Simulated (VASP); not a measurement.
Set up this calculation in VASP 6.6.1, as the native input.

| Quantity | Value |
| --- | --- |
| Task | single point |
| Functional | PBE |
| Potentials or basis | VASP PAW PBE potentials, release 64 (B, N) |
| Cutoff | 520 eV |
| k mesh | 12 × 12 × 12 |
| Occupations | gaussian, width 0.05 eV |
| Spin | no spin polarisation |
| Dipole correction | no |
| Further INCAR settings | ALGO = Normal; EDIFF = 1e-06; NBANDS = 11 |

The structure of BN lies in POSCAR:

```
BN
1.0
    0.0000000000      2.0129306366      1.7402357021
    1.7402357021      0.0000000000      1.7402357021
    1.7402357021      2.0129306366      0.0000000000
B N
1 1
Direct
    0.0000000000      0.0000000000      0.0000000000
    0.7500000000      0.7500000000      0.7500000000
```

This cell differs from its parent crystal: volume 6.096 Å^3 an atom, c/a of the conventional cell 1.1567.

The input as run:

INCAR

```
SYSTEM = BN
ALGO = Normal
EDIFF = 1E-6
ENCUT = 520
GGA = PE
ISIF = 2
ISMEAR = 0
LASPH = .True.
LCHARG = .False.
LREAL = .False.
LWAVE = .False.
NBANDS = 11
NELM = 60
PREC = Accurate
SIGMA = 0.05
```

KPOINTS

```
k-points
0
Gamma
  12 12 12
  0 0 0
```

Potentials or basis: VASP PAW PBE potentials, release 64 (B, N).

Launch:

```sh
$ cat potpaw_PBE.64/B/POTCAR potpaw_PBE.64/N/POTCAR > POTCAR
$ mpirun -np 1 vasp_std > vasp.out
```

Results of the run:

```
Pressure               : -8.1 GPa
Band gap on the k mesh : 3.13 eV, indirect (least direct gap 7.38 eV)
```

It took 13 s on 1 thread of Intel Xeon 6975P-C, on a shared host, peak memory 0.13 GiB.
